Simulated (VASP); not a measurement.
# P in VASP: a series of runs, part 2 of 2

VASP 6.6.1. The steps go on from the part before.

### Step 5. Single point, r2SCAN (equal strain along all axes, cell held: -4.5 %, then relaxed in part)

File POSCAR:

```
P
1.0
    3.1424132122      0.0000000000      0.0000000000
    0.0000000000     33.2899635222      0.0000000000
    0.0000000000      0.0000000000      4.4275022699
P
4
Direct
    0.0000000000      0.9681446706      0.5821705638
    0.0000000000      0.0318553294      0.4178294362
    0.5000000000      0.0318553294      0.0821705638
    0.5000000000      0.9681446706      0.9178294362
```

File INCAR.step1:

```
  ALGO = Normal
  EDIFF = 1E-4
  ENCUT = 520
  GGA = PE
  ISMEAR = 0
  LASPH = True
  LCHARG = False
  LREAL = False
  LWAVE = True
  NBANDS = 18
  NELM = 60
  PREC = Accurate
  SIGMA = 0.02
```

File INCAR.step2:

```
  ALGO = Normal
  EDIFF = 1E-6
  ENCUT = 520
  ISIF = 2
  ISMEAR = 0
  ISTART = 1
  LASPH = True
  LCHARG = False
  LMIXTAU = True
  LREAL = False
  LWAVE = False
  METAGGA = R2SCAN
  NBANDS = 18
  NELM = 60
  PREC = Accurate
  SIGMA = 0.02
```

File KPOINTS:

```
k-points
0
Gamma
  8 1 6
```

Potentials or basis: VASP PAW PBE potentials, release 64 (P).

Started as:

```sh
> cat potpaw_PBE.64/P/POTCAR > POTCAR
> cp INCAR.step1 INCAR
> mpirun -np 1 vasp_std > vasp.out
> cp INCAR.step2 INCAR
> mpirun -np 1 vasp_std > vasp.out
```

OUTCAR:

```text
EDIFF = 1E-6
   ENCUT = 520
   ISIF = 2
   ISMEAR = 0
   ISTART = 1
   LASPH = True
   LREAL = False
   METAGGA = R2SCAN
   NELM = 60
   PREC = Accurate

 ion  position               nearest neighbor table
   1  0.000  0.968  0.582-   4 2.16   4 2.16   2 2.24
   2  0.000  0.032  0.418-   3 2.16   3 2.16   1 2.24
   3  0.500  0.032  0.082-   2 2.16   2 2.16   4 2.24
   4  0.500  0.968  0.918-   1 2.16   1 2.16   3 2.24

  LATTYP: Found a simple orthorhombic cell.
 ALAT       =     3.1424132122
 B/A-ratio  =     1.4089497373
 C/A-ratio  =    10.5937574960

  Lattice vectors:

 A1 = (  -3.1424132122,   0.0000000000,   0.0000000000)
 A2 = (   0.0000000000,   0.0000000000,   4.4275022699)
 A3 = (   0.0000000000,  33.2899635222,   0.0000000000)

Analysis of symmetry for initial positions (statically):
=====================================================================
 Subroutine PRICEL returns:
 Original cell was already a primitive cell.

 Routine SETGRP: Setting up the symmetry group for a
 simple orthorhombic supercell.

 Subroutine GETGRP returns: Found  8 space group operations
 (whereof  4 operations were pure point group operations)
 out of a pool of  8 trial point group operations.

The static configuration has the point symmetry C_2h.
 The point group associated with its full space group is D_2h.

Analysis of symmetry for dynamics (positions and initial velocities):
=====================================================================
 Subroutine PRICEL returns:
 Original cell was already a primitive cell.

 Routine SETGRP: Setting up the symmetry group for a
 simple orthorhombic supercell.

 Subroutine GETGRP returns: Found  8 space group operations
 (whereof  4 operations were pure point group operations)
 out of a pool of  8 trial point group operations.

The dynamic configuration has the point symmetry C_2h.
 The point group associated with its full space group is D_2h.

 Subroutine INISYM returns: Found  8 space group operations
 (whereof  4 operations are pure point group operations),
 and found     1 'primitive' translations

----------------------------------------------------------------------------------------

                                     Primitive cell

  volume of cell :     463.1646

  direct lattice vectors                    reciprocal lattice vectors
     3.142413212  0.000000000  0.000000000     0.318226768  0.000000000  0.000000000
     0.000000000 33.289963522  0.000000000     0.000000000  0.030039084  0.000000000
     0.000000000  0.000000000  4.427502270     0.000000000  0.000000000  0.225860980

  length of vectors
     3.142413212 33.289963522  4.427502270     0.318226768  0.030039084  0.225860980

  position of ions in fractional coordinates (direct lattice)
     0.000000000  0.968144671  0.582170564
     0.000000000  0.031855329  0.417829436
     0.500000000  0.031855329  0.082170564
     0.500000000  0.968144671  0.917829436

  ion indices of the primitive-cell ions
   primitive index   ion index
                 1           1
                 2           2
                 3           3
                 4           4

[... 22 lines left out ...]
 ===========================================

 Found     20 irreducible k-points:

 Following reciprocal coordinates:
            Coordinates               Weight
  0.000000  0.000000  0.000000      1.000000
  0.125000  0.000000  0.000000      2.000000
  0.250000  0.000000  0.000000      2.000000
  0.375000  0.000000  0.000000      2.000000
  0.500000  0.000000  0.000000      1.000000
  0.000000  0.000000  0.166667      2.000000
[... 12 lines left out ...]
  0.375000  0.000000  0.500000      2.000000
  0.500000  0.000000  0.500000      1.000000
   k-points           NKPTS =     20   k-points in BZ     NKDIM =     20   number of bands    NBANDS=     18
   number of dos      NEDOS =    301   number of ions     NIONS =      4
   total plane-waves  NPLWV = 216000
   dimension x,y,z NGX =    24 NGY =  250 NGZ =   36
   dimension x,y,z NGXF=    48 NGYF=  500 NGZF=   72
   ions per type =               4
   NGX,Y,Z   is equivalent  to a cutoff of  12.70, 12.48, 13.52 a.u.
   NGXF,Y,Z  is equivalent  to a cutoff of  25.39, 24.97, 27.03 a.u.
 SYSTEM =  unknown system
   PREC   = accura    normal or accurate (medium, high low for compatibility)
   ISTART =      1    job   : 0-new  1-cont  2-samecut
   ICHARG =      0    charge: 1-file 2-atom 10-const
   ISPIN  =      1    spin polarized calculation?
   LNONCOLLINEAR =      F non collinear calculations
   LSORBIT =      F    spin-orbit coupling
   LASPH  =      T    aspherical Exc in radial PAW
   ENCUT  =  520.0 eV  38.22 Ry    6.18 a.u.   5.84 61.90  8.23*2*pi/ulx,y,z
   NELM   =     60;   NELMIN=  2; NELMDL=  0     # of ELM steps
   EDIFF  = 0.1E-05   stopping-criterion for ELM
   LREAL  =      F    real-space projection
   EDIFFG = 0.1E-04   stopping-criterion for IOM
   NSW    =      0    number of steps for IOM
   IBRION =     -1    ionic relax: 0-MD 1-quasi-New 2-CG
   NFREE  =      0    steps in history (QN), initial steepest desc. (CG)
   ISIF   =      2    stress and relaxation
   ISYM   =      2    0-nonsym 1-usesym 2-fastsym
   POTIM  = 0.5000    time-step for ionic-motion
   TEBEG  =    0.0;   TEEND  =   0.0 temperature during run
   PSTRESS=    0.0 pullay stress
   NELECT =      20.0000    total number of electrons
   NUPDOWN=      -1.0000    fix difference up-down
   EMIN   =  10.00;   EMAX   =-10.00  energy-range for DOS
   EFERMI =   0.00;   METHOD = LEGACY
   ISMEAR =     0;   SIGMA  =   0.02  broadening in eV -4-tet -1-fermi 0-gaus
   EFERMI_NEDOS =   21; number of points for ismear=-14 and -15
   IALGO  =     38    algorithm
   IMIX   =      4    mixing-type and parameters
     AMIX     =   0.40;   BMIX     =  1.00
     AMIX_MAG =   1.60;   BMIX_MAG =  1.00
  volume/ion in A,a.u.               =     115.79       781.40
  Fermi-wavevector in a.u.,A,eV,Ry     =   0.574345  1.085355  4.488187  0.329872
  Thomas-Fermi vector in A             =   1.615996
   LORBIT       =      0    0 simple, 1 ext, 2 COOP (PROOUT), +10 PAW based schemes
   METAGGA = R2SCAN    functional components
   LHFCALC =     F    Hartree Fock is set to
   AEXX    =    0.0000 exact exchange contribution
   IVDW    =     0    specifies the selected vdW correction
   LEPSILON=     F    determine dielectric tensor
   LRPA    =     F    only Hartree local field effects (RPA)
 non-spin polarized calculation
 Gauss-broadening in eV      SIGMA  =   0.02
  energy-cutoff  :      520.00
  volume of cell :      463.16
 maximum number of plane-waves:     12527
 NGX is ok and might be reduce to    24
   NGX = 11   NGY =123   NGZ = 17

 number of electron      20.0000001 magnetization

 Free energy of the ion-electron system (eV)
  ---------------------------------------------------
  ext. energy  EPLUGINS =         0.00000000
  ---------------------------------------------------
  free energy    TOTEN  =       -35.60300617 eV

  energy without entropy =      -35.60300617  energy(sigma->0) =      -35.60300617

 E-fermi :  -3.1659     XC(G=0):  -1.8925

 val. band max:       -3.2534136268   @ k =   0.1250   0.0000   0.0000
 cond. band min:      -2.6435764595   @ k =   0.0000   0.0000   0.0000
 fundamental gap:      0.6098371674
 Fermi energy:        -3.1659171641

 k-point     1 :       0.0000    0.0000    0.0000
  band No.  band energies     occupation
      1     -19.6072      2.00000
      2     -16.9164      2.00000
      3     -12.7274      2.00000
      4      -9.6728      2.00000
      5      -8.4876      2.00000
      6      -7.9817      2.00000
[... 397 lines left out ...]
      5      -8.7506      2.00000
      6      -8.7506      2.00000
[... 10 lines left out ...]
     17       3.3705      0.00000
     18       3.3705      0.00000

------------------------ aborting loop because EDIFF is reached ----------------------------------------

  FORCE on cell =-STRESS in cart. coord.  units (eV):
  Direction    XX          YY          ZZ          XY          YZ          ZX
  --------------------------------------------------------------------------------------
  -------------------------------------------------------------------------------------
  Total        6.0698908     -0.2627491      2.0528387      0.0000000      0.0000000      0.0000000
  in kB       20.9969426     -0.9089007      7.1011715      0.0000000      0.0000000      0.0000000
  external PRESSURE =       9.0630711 kB  Pullay stress =       0.0000000 kB

 VOLUME and BASIS-vectors are now :
 -----------------------------------------------------------------------------
  energy-cutoff  :      520.00
  volume of cell :      463.16
      direct lattice vectors                 reciprocal lattice vectors
     3.142413212  0.000000000  0.000000000     0.318226768  0.000000000  0.000000000
     0.000000000 33.289963522  0.000000000     0.000000000  0.030039084  0.000000000
     0.000000000  0.000000000  4.427502270     0.000000000  0.000000000  0.225860980

 POSITION                                       TOTAL-FORCE (eV/Angst)
 -----------------------------------------------------------------------------------
      0.00000     32.22950      2.57756         0.000000      0.057090      0.111580
      0.00000      1.06046      1.84994        -0.000000     -0.057090     -0.111580
      1.57121      1.06046      0.36381         0.000000     -0.057090      0.111580
      1.57121     32.22950      4.06369        -0.000000      0.057090     -0.111580
 -----------------------------------------------------------------------------------
    total drift:                               -0.000000      0.000000     -0.000000

  FREE ENERGIE OF THE ION-ELECTRON SYSTEM (eV)
  ---------------------------------------------------
  free  energy   TOTEN  =       -35.6030061690 eV

  energy  without entropy=      -35.6030061690  energy(sigma->0) =      -35.60300617
```

Wall time 24 min (1 thread of AMD EPYC 7R13 (Zen 3), shared host); peak memory 0.55 GiB.

Results:

```
Free energy            : -35.6030 eV
Largest force          : 0.125 eV/Å
Band gap on the k mesh : 0.61 eV (least direct gap 0.62 eV)
```

Forces on the atoms (eV/Å):
```
P    0.000  0.057  0.112
P    0.000 -0.057 -0.112
P    0.000 -0.057  0.112
P    0.000  0.057 -0.112
```

Levels at points of the mesh, in eV from the valence-band top:
| k point | band 8 | band 9 | band 10 | band 11 | band 12 | band 13 |
| --- | --- | --- | --- | --- | --- | --- |
| (0.00, 0.00, 0.00) | -2.28 | -1.46 | -0.01 | 0.61 | 2.44 | 3.82 |
| (0.50, 0.00, 0.00) | -2.92 | -2.10 | -2.10 | 1.43 | 1.43 | 2.10 |
| (0.00, 0.00, 0.50) | -2.27 | -1.02 | -1.02 | 3.01 | 3.01 | 3.97 |
| (0.50, 0.00, 0.50) | -5.07 | -1.36 | -1.36 | 2.61 | 2.61 | 4.60 |

Caveat: the cell differs from its parent crystal (equal strain along all axes, cell held: -4.5 %, then relaxed in part); there is no dipole correction, which matters where the two faces differ; the PAW data sets were made with another functional, which shifts forces and pressure a little.

### Step 6. Summary

```csv
cell,gap on the mesh (eV),largest force (eV/Å)
"a = 3.340, b = 35.381, c = 4.706 Å, 4 atoms, atomic positions A",1.27,0.09
"a = 3.389, b = 35.904, c = 4.775 Å, 4 atoms, atomic positions B",1.41,0.08
"a = 3.439, b = 36.427, c = 4.845 Å, 4 atoms, atomic positions C",1.31,0.08
"a = 3.142, b = 33.290, c = 4.428 Å, 4 atoms, atomic positions D",0.61,0.13
```

Alike in all rows: task single point; level r2SCAN; potentials or basis VASP PAW PBE potentials, release 64 (P); no spin polarisation; k mesh 8 × 1 × 6; cutoff (eV) 520; smearing gaussian 0.02 eV.

Caveats: there is no dipole correction, which matters where the two faces differ; the PAW data sets were made with another functional, which shifts forces and pressure a little.

Total energies depend on the potentials used, so only differences within one code and one set of settings carry meaning.
